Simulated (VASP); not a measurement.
Wanted: the native input for a VASP 6.6.1 run.

```yaml
Task: single point
Functional: PBE
Potentials_or_basis: VASP PAW PBE potentials, release 64 (Mg)
Cutoff: 520 eV
k_mesh: 12 × 12 × 12
Occupations: fermi-dirac, width 0.1 eV
Spin: no spin polarisation
Dipole_correction: no
Further_INCAR_settings: ALGO = Normal; EDIFF = 1e-06; NBANDS = 9
```

The structure of Mg lies in POSCAR:

```
Mg
1.0
    0.0000000000      2.7251771269      2.7251771269
    2.7251771269      0.0000000000      2.7251771269
    2.7251771269      2.7251771269      0.0000000000
Mg
2
Direct
   -0.1250000000     -0.1250000000     -0.1250000000
    0.1250000000      0.1250000000      0.1250000000
```

This cell differs from its parent crystal: volume scaled by 0.5.

One way to write it, as run:

INCAR

```
SYSTEM = Mg
ALGO = Normal ; EDIFF = 1E-6
ENCUT = 520 ; GGA = PE
ISIF = 2 ; ISMEAR = -1
LASPH = .True. ; LCHARG = .False.
LREAL = .False. ; LWAVE = .False.
NBANDS = 9 ; NELM = 80
PREC = Accurate ; SIGMA = 0.1
```

KPOINTS

```
k-points
0
Gamma
  12 12 12
  0 0 0
```

Potentials or basis: VASP PAW PBE potentials, release 64 (Mg).

The run is started by

```bash
$ cat potpaw_PBE.64/Mg/POTCAR > POTCAR
$ mpirun -np 1 vasp_std > vasp.out
```

Results of the run:

- Pressure: 28.0 GPa
- Band gap on the k mesh: zero (band 2 reaches 8.52 eV, above the bottom of band 3 at 1.74 eV)

Wall time 9.2 s on 1 thread of Intel(R) Xeon(R) 6975P-C (Granite Rapids), on a shared host, peak memory 0.17 GiB.
